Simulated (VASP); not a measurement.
# AlN (F-43m) in VASP: notebook

The runs below take AlN through single point, relaxation of cell and atoms, with LDA.

Program: VASP 6.6.1. These are calculated values, not measurements. Logs are shortened: lines on timing, memory, paths and dates and some standing lists are left out, and cuts for length are marked.

## Step 1: The cell of the first run

It takes space group F-43m (No. 216, cubic). The conventional cell has a = 4.329 Å, b = 4.329 Å, c = 4.329 Å, α = 90.00°, β = 90.00°, γ = 90.00°. Al (site symmetry -43m) has 4 N at 1.87 Å within 2.5 Å. N (site symmetry -43m) has 4 Al at 1.87 Å within 2.5 Å.

## Step 2: Single point, LDA

Contents of INCAR:

```
SYSTEM = AlN
PREC = Accurate
ENCUT = 520
EDIFF = 1E-7
ISMEAR = 0
SIGMA = 0.01
LREAL = .FALSE.
LASPH = .TRUE.
NELM = 100
ALGO = Normal
ISIF = 2
LWAVE = .FALSE.
LCHARG = .FALSE.
NBANDS = 11
```

Contents of KPOINTS:

```
Automatic mesh
0
G
  10 10 10
  0 0 0
```

Contents of POSCAR:

```
AlN
1.0
    0.0000000000      2.1643823157      2.1643823157
    2.1643823157      0.0000000000      2.1643823157
    2.1643823157      2.1643823157      0.0000000000
Al N
1 1
Direct
    0.0000000000      0.0000000000      0.0000000000
    0.7500000000      0.7500000000      0.7500000000
```

Potentials or basis: VASP PAW LDA potentials, release 64 (Al, N).

The run is started by

```bash
> cat potpaw_LDA.64/Al/POTCAR potpaw_LDA.64/N/POTCAR > POTCAR
> mpirun -np 1 vasp_std > vasp.out
```

OUTCAR:

```text
SYSTEM = AlN
   PREC = Accurate
   ENCUT = 520
   EDIFF = 1E-7
   ISMEAR = 0
   LREAL = .FALSE.
   LASPH = .TRUE.
   NELM = 100
   ISIF = 2

 ion  position               nearest neighbor table
   1  0.000  0.000  0.000-   2 1.87   2 1.87   2 1.87   2 1.87
   2  0.750  0.750  0.750-   1 1.87   1 1.87   1 1.87   1 1.87

  LATTYP: Found a face centered cubic cell.
 ALAT       =     4.3287646314

  Lattice vectors:

 A1 = (   0.0000000000,   2.1643823157,   2.1643823157)
 A2 = (   2.1643823157,   0.0000000000,   2.1643823157)
 A3 = (   2.1643823157,   2.1643823157,   0.0000000000)

Analysis of symmetry for initial positions (statically):
=====================================================================
 Subroutine PRICEL returns:
 Original cell was already a primitive cell.

 Routine SETGRP: Setting up the symmetry group for a
 face centered cubic supercell.

 Subroutine GETGRP returns: Found 24 space group operations
 (whereof 24 operations were pure point group operations)
 out of a pool of 48 trial point group operations.

The static configuration has the point symmetry T_d .

Analysis of symmetry for dynamics (positions and initial velocities):
=====================================================================
 Subroutine PRICEL returns:
 Original cell was already a primitive cell.

 Routine SETGRP: Setting up the symmetry group for a
 face centered cubic supercell.

 Subroutine GETGRP returns: Found 24 space group operations
 (whereof 24 operations were pure point group operations)
 out of a pool of 48 trial point group operations.

The dynamic configuration has the point symmetry T_d .

 Subroutine INISYM returns: Found 24 space group operations
 (whereof 24 operations are pure point group operations),
 and found     1 'primitive' translations

----------------------------------------------------------------------------------------

                                     Primitive cell

  volume of cell :      20.2783

  direct lattice vectors                    reciprocal lattice vectors
     0.000000000  2.164382316  2.164382316    -0.231012791  0.231012791  0.231012791
     2.164382316  0.000000000  2.164382316     0.231012791 -0.231012791  0.231012791
     2.164382316  2.164382316  0.000000000     0.231012791  0.231012791 -0.231012791

  length of vectors
     3.060898825  3.060898825  3.060898825     0.400125892  0.400125892  0.400125892

  position of ions in fractional coordinates (direct lattice)
     0.000000000  0.000000000  0.000000000
     0.750000000  0.750000000  0.750000000

  ion indices of the primitive-cell ions
   primitive index   ion index
                 1           1
                 2           2

----------------------------------------------------------------------------------------

 KPOINTS: Automatic mesh

Automatic generation of k-mesh.
 Grid dimensions read from file:
 generate k-points for:   10   10   10

 Generating k-lattice:

  Cartesian coordinates                     Fractional coordinates (reciprocal lattice)
    -0.023101279  0.023101279  0.023101279     0.100000000  0.000000000  0.000000000
     0.023101279 -0.023101279  0.023101279     0.000000000  0.100000000  0.000000000
     0.023101279  0.023101279 -0.023101279     0.000000000  0.000000000  0.100000000

  Length of vectors
     0.040012589  0.040012589  0.040012589

  Shift w.r.t. Gamma in fractional coordinates (k-lattice)
     0.000000000  0.000000000  0.000000000

 Subroutine IBZKPT returns following result:
 ===========================================

 Found     47 irreducible k-points:

 Following reciprocal coordinates:
            Coordinates               Weight
  0.000000  0.000000  0.000000      1.000000
  0.100000  0.000000  0.000000      8.000000
  0.200000  0.000000  0.000000      8.000000
  0.300000  0.000000  0.000000      8.000000
  0.400000  0.000000  0.000000      8.000000
  0.500000  0.000000  0.000000      4.000000
[... 16 lines left out ...]
  0.300000  0.300000  0.000000      6.000000
  0.400000  0.300000  0.000000     24.000000
 [... further k-points ...]
   k-points           NKPTS =     47   k-points in BZ     NKDIM =     47   number of bands    NBANDS=     11
   number of dos      NEDOS =    301   number of ions     NIONS =      2
   total plane-waves  NPLWV =  13824
   dimension x,y,z NGX =    24 NGY =   24 NGZ =   24
   dimension x,y,z NGXF=    48 NGYF=   48 NGZF=   48
   ions per type =               1   1
   NGX,Y,Z   is equivalent  to a cutoff of  13.04, 13.04, 13.04 a.u.
   NGXF,Y,Z  is equivalent  to a cutoff of  26.07, 26.07, 26.07 a.u.
 SYSTEM =  AlN
   PREC   = accura    normal or accurate (medium, high low for compatibility)
   ISTART =      0    job   : 0-new  1-cont  2-samecut
   ICHARG =      2    charge: 1-file 2-atom 10-const
   ISPIN  =      1    spin polarized calculation?
   LNONCOLLINEAR =      F non collinear calculations
   LSORBIT =      F    spin-orbit coupling
   LASPH  =      T    aspherical Exc in radial PAW
   ENCUT  =  520.0 eV  38.22 Ry    6.18 a.u.   5.69  5.69  5.69*2*pi/ulx,y,z
   NELM   =    100;   NELMIN=  2; NELMDL= -5     # of ELM steps
   EDIFF  = 0.1E-06   stopping-criterion for ELM
   LREAL  =      F    real-space projection
   EDIFFG = 0.1E-05   stopping-criterion for IOM
   NSW    =      0    number of steps for IOM
   IBRION =     -1    ionic relax: 0-MD 1-quasi-New 2-CG
   NFREE  =      0    steps in history (QN), initial steepest desc. (CG)
   ISIF   =      2    stress and relaxation
   ISYM   =      2    0-nonsym 1-usesym 2-fastsym
   POTIM  = 0.5000    time-step for ionic-motion
   TEBEG  =    0.0;   TEEND  =   0.0 temperature during run
   PSTRESS=    0.0 pullay stress
   NELECT =       8.0000    total number of electrons
   NUPDOWN=      -1.0000    fix difference up-down
   EMIN   =  10.00;   EMAX   =-10.00  energy-range for DOS
   EFERMI =   0.00;   METHOD = LEGACY
   ISMEAR =     0;   SIGMA  =   0.01  broadening in eV -4-tet -1-fermi 0-gaus
   EFERMI_NEDOS =   21; number of points for ismear=-14 and -15
   IALGO  =     38    algorithm
   IMIX   =      4    mixing-type and parameters
     AMIX     =   0.40;   BMIX     =  1.00
     AMIX_MAG =   1.60;   BMIX_MAG =  1.00
  volume/ion in A,a.u.               =      10.14        68.42
  Fermi-wavevector in a.u.,A,eV,Ry     =   1.200681  2.268957 19.614622  1.441634
  Thomas-Fermi vector in A             =   2.336510
   LORBIT       =      0    0 simple, 1 ext, 2 COOP (PROOUT), +10 PAW based schemes
   GGA     = CA    functional components
   LHFCALC =     F    Hartree Fock is set to
   AEXX    =    0.0000 exact exchange contribution
   IVDW    =     0    specifies the selected vdW correction
   LEPSILON=     F    determine dielectric tensor
   LRPA    =     F    only Hartree local field effects (RPA)
 non-spin polarized calculation
 Gauss-broadening in eV      SIGMA  =   0.01
  energy-cutoff  :      520.00
  volume of cell :       20.28
 maximum number of plane-waves:       568
   NGX = 11   NGY = 11   NGZ = 11

 number of electron       8.0000000 magnetization

 Free energy of the ion-electron system (eV)
  ---------------------------------------------------
  ext. energy  EPLUGINS =         0.00000000
  ---------------------------------------------------
  free energy    TOTEN  =       -16.37337803 eV

  energy without entropy =      -16.37337803  energy(sigma->0) =      -16.37337803

 E-fermi :   6.0890     XC(G=0): -11.3847

 val. band max:        5.9670655514   @ k =   0.0000   0.0000   0.0000
 cond. band min:       9.2015363097   @ k =   0.5000   0.5000   0.0000
 fundamental gap:      3.2344707583
 Fermi energy:         6.0890208468

 k-point     1 :       0.0000    0.0000    0.0000
  band No.  band energies     occupation
      1      -9.0157      2.00000
      2       5.9671      2.00000
      3       5.9671      2.00000
      4       5.9671      2.00000
      5      10.4451      0.00000
      6      18.5678      0.00000
      7      18.5678      0.00000
      8      18.5678      0.00000
      9      23.7054      0.00000
     10      23.7054      0.00000
     11      25.1433      0.00000

 k-point     2 :       0.1000    0.0000    0.0000
  band No.  band energies     occupation
      1      -8.8614      2.00000
      2       5.1606      2.00000
      3       5.9145      2.00000
      4       5.9145      2.00000
      5      11.0813      0.00000
      6      18.1854      0.00000
      7      18.7039      0.00000
      8      18.7039      0.00000
      9      22.4318      0.00000
     10      22.4318      0.00000
     11      24.3383      0.00000

 k-point     3 :       0.2000    0.0000    0.0000
  band No.  band energies     occupation
      1      -8.4208      2.00000
      2       3.5312      2.00000
      3       5.7835      2.00000
      4       5.7835      2.00000
      5      12.1708      0.00000
      6      17.3985      0.00000
      7      18.6224      0.00000
      8      18.6224      0.00000
      9      21.9001      0.00000
     10      21.9001      0.00000
     11      23.4794      0.00000

 k-point     4 :       0.3000    0.0000    0.0000
  band No.  band energies     occupation
      1      -7.7745      2.00000
      2       1.8324      2.00000
      3       5.6334      2.00000
      4       5.6334      2.00000
      5      12.9732      0.00000
      6      16.6540      0.00000
      7      17.9355      0.00000
      8      17.9355      0.00000
      9      22.9851      0.00000
     10      22.9851      0.00000
     11      23.3122      0.00000
[... 239 lines left out ...]
 k-point    22 :      -0.2000    0.2000    0.0000
  band No.  band energies     occupation
      1      -7.5622      2.00000
      2       2.1543      2.00000
      3       4.2229      2.00000
      4       5.7110      2.00000
      5      13.6787      0.00000
      6      15.9747      0.00000
      7      17.4356      0.00000
      8      18.4757      0.00000
      9      20.9774      0.00000
     10      24.4778      0.00000
     11      27.4612      0.00000

 k-point    23 :       0.3000    0.3000    0.0000
  band No.  band energies     occupation
      1      -7.3740      2.00000
      2       2.4159      2.00000
      3       4.6926      2.00000
      4       4.6926      2.00000
      5      11.2988      0.00000
      6      15.6491      0.00000
      7      18.0057      0.00000
      8      20.5485      0.00000
      9      20.5485      0.00000
     10      26.4348      0.00000
     11      30.0520      0.00000

 k-point    24 :       0.4000    0.3000    0.0000
  band No.  band energies     occupation
      1      -6.8720      2.00000
      2       1.7451      2.00000
      3       4.2148      2.00000
      4       4.5254      2.00000
      5      10.8492      0.00000
      6      15.4812      0.00000
      7      18.3913      0.00000
      8      20.6295      0.00000
      9      21.1529      0.00000
     10      27.3668      0.00000
     11      29.8307      0.00000

 [... further k-points ...]
[... 5 lines left out ...]
  --------------------------------------------------------------------------------------
  -------------------------------------------------------------------------------------
  Total        0.3375710      0.3375710      0.3375710     -0.0000000      0.0000000     -0.0000000
  in kB       26.6712727     26.6712727     26.6712727     -0.0000000      0.0000000     -0.0000000
  external PRESSURE =      26.6712727 kB  Pullay stress =       0.0000000 kB

 VOLUME and BASIS-vectors are now :
 -----------------------------------------------------------------------------
  energy-cutoff  :      520.00
  volume of cell :       20.28
      direct lattice vectors                 reciprocal lattice vectors
     0.000000000  2.164382316  2.164382316    -0.231012791  0.231012791  0.231012791
     2.164382316  0.000000000  2.164382316     0.231012791 -0.231012791  0.231012791
     2.164382316  2.164382316  0.000000000     0.231012791  0.231012791 -0.231012791

 POSITION                                       TOTAL-FORCE (eV/Angst)
 -----------------------------------------------------------------------------------
      0.00000      0.00000      0.00000         0.000000      0.000000      0.000000
      3.24657      3.24657      3.24657        -0.000000     -0.000000     -0.000000
 -----------------------------------------------------------------------------------
    total drift:                                0.000000      0.000000      0.000000

  FREE ENERGIE OF THE ION-ELECTRON SYSTEM (eV)
  ---------------------------------------------------
  free  energy   TOTEN  =       -16.3733780256 eV

  energy  without entropy=      -16.3733780256  energy(sigma->0) =      -16.37337803
```

It took 2.8 s on 1 thread of Intel Xeon 6975P-C (Granite Rapids), shared host; peak memory 0.12 GiB.

What came out:

```
Free energy            : -16.3734 eV
Pressure               : 2.7 GPa
Band gap on the k mesh : 3.23 eV, indirect (least direct gap 4.48 eV)
```

A k mesh can miss the band edges. LDA gaps usually lie below the measured ones, often by a third to a half.

[end of part 1 of 2]
